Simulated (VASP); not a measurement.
# LiF (Fm-3m) in VASP: a series of runs

The runs below take LiF through single point, with PBE.

Everything below comes from runs of VASP 6.6.1. Logs are shortened: lines on timing, memory, paths and dates and some standing lists are left out, and cuts for length are marked.

### Step 1. The cell of the first run

It takes space group Fm-3m (No. 225, cubic). Conventional cell: a = 4.068 Å, b = 4.068 Å, c = 4.068 Å, α = 90.00°, β = 90.00°, γ = 90.00°. Within 2.7 Å of Li (site symmetry m-3m) lie 6 F at 2.03 Å. Within 2.7 Å of F (site symmetry m-3m) lie 6 Li at 2.03 Å.

### Step 2. Single point, PBE

File INCAR:

```
PREC = Accurate
ENCUT = 750
EDIFF = 1E-6
ISMEAR = 0
SIGMA = 0.02
LREAL = False
LASPH = True
NELM = 120
ALGO = Normal
ISIF = 2
LWAVE = False
LCHARG = False
GGA = PE
NBANDS = 12
GGA_COMPAT = False
```

File KPOINTS:

```
regular mesh
0
Gamma
  10 10 10
```

File POSCAR:

```
LiF
1.0
    0.0000000000      2.0337928472      2.0337928472
    2.0337928472      0.0000000000      2.0337928472
    2.0337928472      2.0337928472      0.0000000000
Li F
1 1
Direct
    0.0000000000      0.0000000000      0.0000000000
    0.5000000000      0.5000000000      0.5000000000
```

Potentials or basis: VASP PAW PBE potentials, release 64 (Li_sv, F).

Started as:

```sh
cat potpaw_PBE.64/Li_sv/POTCAR potpaw_PBE.64/F/POTCAR > POTCAR
mpirun -np 1 vasp_std > vasp.out
```

OUTCAR:

```text
PREC = Accurate
   ENCUT = 750
   EDIFF = 1E-6
   ISMEAR = 0
   LREAL = False
   LASPH = True
   NELM = 120
   ISIF = 2
   GGA = PE

 ion  position               nearest neighbor table
   1  0.000  0.000  0.000-   2 2.03   2 2.03   2 2.03   2 2.03   2 2.03   2 2.03
   2  0.500  0.500  0.500-   1 2.03   1 2.03   1 2.03   1 2.03   1 2.03   1 2.03

  LATTYP: Found a face centered cubic cell.
 ALAT       =     4.0675856944

  Lattice vectors:

 A1 = (   0.0000000000,   2.0337928472,   2.0337928472)
 A2 = (   2.0337928472,   0.0000000000,   2.0337928472)
 A3 = (   2.0337928472,   2.0337928472,   0.0000000000)

Analysis of symmetry for initial positions (statically):
=====================================================================
 Subroutine PRICEL returns:
 Original cell was already a primitive cell.

 Routine SETGRP: Setting up the symmetry group for a
 face centered cubic supercell.

 Subroutine GETGRP returns: Found 48 space group operations
 (whereof 48 operations were pure point group operations)
 out of a pool of 48 trial point group operations.

The static configuration has the point symmetry O_h .

Analysis of symmetry for dynamics (positions and initial velocities):
=====================================================================
 Subroutine PRICEL returns:
 Original cell was already a primitive cell.

 Routine SETGRP: Setting up the symmetry group for a
 face centered cubic supercell.

 Subroutine GETGRP returns: Found 48 space group operations
 (whereof 48 operations were pure point group operations)
 out of a pool of 48 trial point group operations.

The dynamic configuration has the point symmetry O_h .

 Subroutine INISYM returns: Found 48 space group operations
 (whereof 48 operations are pure point group operations),
 and found     1 'primitive' translations

----------------------------------------------------------------------------------------

                                     Primitive cell

  volume of cell :      16.8248

  direct lattice vectors                    reciprocal lattice vectors
     0.000000000  2.033792847  2.033792847    -0.245846080  0.245846080  0.245846080
     2.033792847  0.000000000  2.033792847     0.245846080 -0.245846080  0.245846080
     2.033792847  2.033792847  0.000000000     0.245846080  0.245846080 -0.245846080

  length of vectors
     2.876217428  2.876217428  2.876217428     0.425817902  0.425817902  0.425817902

  position of ions in fractional coordinates (direct lattice)
     0.000000000  0.000000000  0.000000000
     0.500000000  0.500000000  0.500000000

  ion indices of the primitive-cell ions
   primitive index   ion index
                 1           1
                 2           2

----------------------------------------------------------------------------------------

 KPOINTS: regular mesh

Automatic generation of k-mesh.
 Grid dimensions read from file:
 generate k-points for:   10   10   10

 Generating k-lattice:

  Cartesian coordinates                     Fractional coordinates (reciprocal lattice)
    -0.024584608  0.024584608  0.024584608     0.100000000  0.000000000  0.000000000
     0.024584608 -0.024584608  0.024584608     0.000000000  0.100000000  0.000000000
     0.024584608  0.024584608 -0.024584608     0.000000000  0.000000000  0.100000000

  Length of vectors
     0.042581790  0.042581790  0.042581790

  Shift w.r.t. Gamma in fractional coordinates (k-lattice)
     0.000000000  0.000000000  0.000000000

 Subroutine IBZKPT returns following result:
 ===========================================

 Found     47 irreducible k-points:

 Following reciprocal coordinates:
            Coordinates               Weight
  0.000000  0.000000  0.000000      1.000000
  0.100000  0.000000  0.000000      8.000000
  0.200000  0.000000  0.000000      8.000000
  0.300000  0.000000  0.000000      8.000000
  0.400000  0.000000  0.000000      8.000000
  0.500000  0.000000  0.000000      4.000000
[... 16 lines left out ...]
  0.300000  0.300000  0.000000      6.000000
  0.400000  0.300000  0.000000     24.000000
 [... further k-points ...]
   k-points           NKPTS =     47   k-points in BZ     NKDIM =     47   number of bands    NBANDS=     12
   number of dos      NEDOS =    301   number of ions     NIONS =      2
   total plane-waves  NPLWV =  21952
   dimension x,y,z NGX =    28 NGY =   28 NGZ =   28
   dimension x,y,z NGXF=    56 NGYF=   56 NGZF=   56
   ions per type =               1   1
   NGX,Y,Z   is equivalent  to a cutoff of  16.18, 16.18, 16.18 a.u.
   NGXF,Y,Z  is equivalent  to a cutoff of  32.37, 32.37, 32.37 a.u.
 SYSTEM =  unknown system
   PREC   = accura    normal or accurate (medium, high low for compatibility)
   ISTART =      0    job   : 0-new  1-cont  2-samecut
   ICHARG =      2    charge: 1-file 2-atom 10-const
   ISPIN  =      1    spin polarized calculation?
   LNONCOLLINEAR =      F non collinear calculations
   LSORBIT =      F    spin-orbit coupling
   LASPH  =      T    aspherical Exc in radial PAW
   ENCUT  =  750.0 eV  55.12 Ry    7.42 a.u.   6.42  6.42  6.42*2*pi/ulx,y,z
   NELM   =    120;   NELMIN=  2; NELMDL= -5     # of ELM steps
   EDIFF  = 0.1E-05   stopping-criterion for ELM
   LREAL  =      F    real-space projection
   EDIFFG = 0.1E-04   stopping-criterion for IOM
   NSW    =      0    number of steps for IOM
   IBRION =     -1    ionic relax: 0-MD 1-quasi-New 2-CG
   NFREE  =      0    steps in history (QN), initial steepest desc. (CG)
   ISIF   =      2    stress and relaxation
   ISYM   =      2    0-nonsym 1-usesym 2-fastsym
   POTIM  = 0.5000    time-step for ionic-motion
   TEBEG  =    0.0;   TEEND  =   0.0 temperature during run
   PSTRESS=    0.0 pullay stress
   NELECT =      10.0000    total number of electrons
   NUPDOWN=      -1.0000    fix difference up-down
   EMIN   =  10.00;   EMAX   =-10.00  energy-range for DOS
   EFERMI =   0.00;   METHOD = LEGACY
   ISMEAR =     0;   SIGMA  =   0.02  broadening in eV -4-tet -1-fermi 0-gaus
   EFERMI_NEDOS =   21; number of points for ismear=-14 and -15
   IALGO  =     38    algorithm
   IMIX   =      4    mixing-type and parameters
     AMIX     =   0.40;   BMIX     =  1.00
     AMIX_MAG =   1.60;   BMIX_MAG =  1.00
  volume/ion in A,a.u.               =       8.41        56.77
  Fermi-wavevector in a.u.,A,eV,Ry     =   1.376443  2.601099 25.777521  1.894594
  Thomas-Fermi vector in A             =   2.501687
   LORBIT       =      0    0 simple, 1 ext, 2 COOP (PROOUT), +10 PAW based schemes
   GGA     = PE    functional components
   LHFCALC =     F    Hartree Fock is set to
   AEXX    =    0.0000 exact exchange contribution
   IVDW    =     0    specifies the selected vdW correction
   LEPSILON=     F    determine dielectric tensor
   LRPA    =     F    only Hartree local field effects (RPA)
 non-spin polarized calculation
 Gauss-broadening in eV      SIGMA  =   0.02
  energy-cutoff  :      750.00
  volume of cell :       16.82
 maximum number of plane-waves:       801
 NGX is ok and might be reduce to    28
   NGX = 13   NGY = 13   NGZ = 13

 number of electron      10.0000000 magnetization

 number of electron       9.9999999 magnetization

 Free energy of the ion-electron system (eV)
  ---------------------------------------------------
  ext. energy  EPLUGINS =         0.00000000
  ---------------------------------------------------
  free energy    TOTEN  =        -9.64512167 eV

  energy without entropy =       -9.64512167  energy(sigma->0) =       -9.64512167

 E-fermi :  -1.0502     XC(G=0):  -9.8423

 val. band max:       -1.2023499250   @ k =   0.0000   0.0000   0.0000
 cond. band min:       7.6206349519   @ k =   0.0000   0.0000   0.0000
 fundamental gap:      8.8229848769
 Fermi energy:        -1.0502407724

 k-point     1 :       0.0000    0.0000    0.0000
  band No.  band energies     occupation
      1     -42.1765      2.00000
      2     -21.0952      2.00000
      3      -1.2024      2.00000
      4      -1.2024      2.00000
      5      -1.2023      2.00000
      6       7.6206      0.00000
      7      22.3834      0.00000
      8      22.3834      0.00000
      9      22.3834      0.00000
     10      22.8382      0.00000
     11      22.8382      0.00000
     12      22.8382      0.00000

 k-point     2 :       0.1000    0.0000    0.0000
  band No.  band energies     occupation
      1     -42.1717      2.00000
      2     -21.0584      2.00000
      3      -1.4822      2.00000
      4      -1.2247      2.00000
      5      -1.2247      2.00000
      6       7.9119      0.00000
      7      19.8006      0.00000
      8      21.1856      0.00000
      9      21.1856      0.00000
     10      23.8433      0.00000
     11      23.8433      0.00000
     12      23.8456      0.00000

 k-point     3 :       0.2000    0.0000    0.0000
  band No.  band energies     occupation
      1     -42.1588      2.00000
      2     -20.9590      2.00000
      3      -2.1504      2.00000
      4      -1.2811      2.00000
      5      -1.2811      2.00000
      6       8.5734      0.00000
      7      17.3556      0.00000
      8      19.7299      0.00000
      9      19.7299      0.00000
     10      24.7811      0.00000
     11      25.1719      0.00000
     12      25.1719      0.00000
[... 286 lines left out ...]
 k-point    23 :       0.3000    0.3000    0.0000
  band No.  band energies     occupation
      1     -42.1334      2.00000
      2     -20.7007      2.00000
      3      -3.0356      2.00000
      4      -1.8361      2.00000
      5      -1.8361      2.00000
      6      10.7753      0.00000
      7      16.5671      0.00000
      8      17.5307      0.00000
      9      18.8876      0.00000
     10      18.8876      0.00000
     11      32.5869      0.00000
     12      32.9032      0.00000

 k-point    24 :       0.4000    0.3000    0.0000
  band No.  band energies     occupation
      1     -42.1238      2.00000
      2     -20.5974      2.00000
      3      -3.4307      2.00000
      4      -2.0372      2.00000
      5      -1.9301      2.00000
      6      11.6026      0.00000
      7      15.4077      0.00000
      8      17.0142      0.00000
      9      18.6388      0.00000
     10      19.7018      0.00000
     11      32.0501      0.00000
     12      33.1961      0.00000

 [... further k-points ...]

------------------------ aborting loop because EDIFF is reached ----------------------------------------

  FORCE on cell =-STRESS in cart. coord.  units (eV):
  Direction    XX          YY          ZZ          XY          YZ          ZX
  --------------------------------------------------------------------------------------
  -------------------------------------------------------------------------------------
  Total       -0.0730745     -0.0730745     -0.0730745      0.0000000      0.0000000      0.0000000
  in kB       -6.9586715     -6.9586715     -6.9586715      0.0000000      0.0000000      0.0000000
  external PRESSURE =      -6.9586715 kB  Pullay stress =       0.0000000 kB

 VOLUME and BASIS-vectors are now :
 -----------------------------------------------------------------------------
  energy-cutoff  :      750.00
  volume of cell :       16.82
      direct lattice vectors                 reciprocal lattice vectors
     0.000000000  2.033792847  2.033792847    -0.245846080  0.245846080  0.245846080
     2.033792847  0.000000000  2.033792847     0.245846080 -0.245846080  0.245846080
     2.033792847  2.033792847  0.000000000     0.245846080  0.245846080 -0.245846080

 POSITION                                       TOTAL-FORCE (eV/Angst)
 -----------------------------------------------------------------------------------
      0.00000      0.00000      0.00000         0.000000     -0.000000      0.000000
      2.03379      2.03379      2.03379        -0.000000      0.000000      0.000000
 -----------------------------------------------------------------------------------
    total drift:                                0.000000      0.000000      0.000000

  FREE ENERGIE OF THE ION-ELECTRON SYSTEM (eV)
  ---------------------------------------------------
  free  energy   TOTEN  =        -9.6451216657 eV

  energy  without entropy=       -9.6451216657  energy(sigma->0) =       -9.64512167
```

Run time: 13 s. Hardware: 1 thread of Intel Xeon 6975P-C, shared host; peak memory 0.15 GiB.

Results:

- Free energy: -9.6451 eV
- Pressure: -0.7 GPa
- Band gap on the k mesh: 8.82 eV, direct

(Part 1 of 2 ends here.)
